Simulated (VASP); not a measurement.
A run of VASP 6.6.1 is set up as follows.

File INCAR:

```
SYSTEM = TaAs
PREC = Accurate ; ENCUT = 510
EDIFF = 1E-6 ; ISMEAR = -1
SIGMA = 0.05 ; LREAL = .False.
LASPH = .True. ; NELM = 200
ALGO = Normal ; ISIF = 2
LWAVE = .False. ; LCHARG = .False.
LMAXMIX = 4 ; LDAU = .True.
LDAUTYPE = 2 ; LDAUL = 2 -1
LDAUU = 4 0 ; LDAUJ = 0 0
LDAUPRINT = 1 ; GGA = PS
NBANDS = 36 ; GGA_COMPAT = .False.
```

File KPOINTS:

```
Automatic mesh
0
Gamma
  11 11 11
  0 0 0
```

The input POSCAR:

```
TaAs
1.0
   -1.7218133622      1.7218133622      5.8679415361
    1.7218133622     -1.7218133622      5.8679415361
    1.7218133622      1.7218133622     -5.8679415361
Ta As
2 2
Direct
    0.4999673000      0.4999673000      0.0000000000
    0.2499673000      0.7499673000      0.5000000000
    0.0826321200      0.0826321200      0.0000000000
    0.8326321200      0.3326321200      0.5000000000
```

Potentials or basis: VASP PAW PBE potentials, release 64 (Ta_sv_GW, As_d).

The run is started by

```bash
$ cat potpaw_PBE.64/Ta_sv_GW/POTCAR potpaw_PBE.64/As_d/POTCAR > POTCAR
$ mpirun -np 1 vasp_std > vasp.out
```

(1) Estimate the largest force.

(2) Predict the band gap on the k mesh.

Answers

(1) 0.022 eV/Å.

(2) zero (filled and empty bands touch).

Caveat: the PAW data sets were made with another functional, which shifts forces and pressure a little; spin-orbit coupling is left out, which moves the levels of the heavy elements; U without spin polarisation on a metal has little footing; the U is typed as a test and isn't derived for this compound.
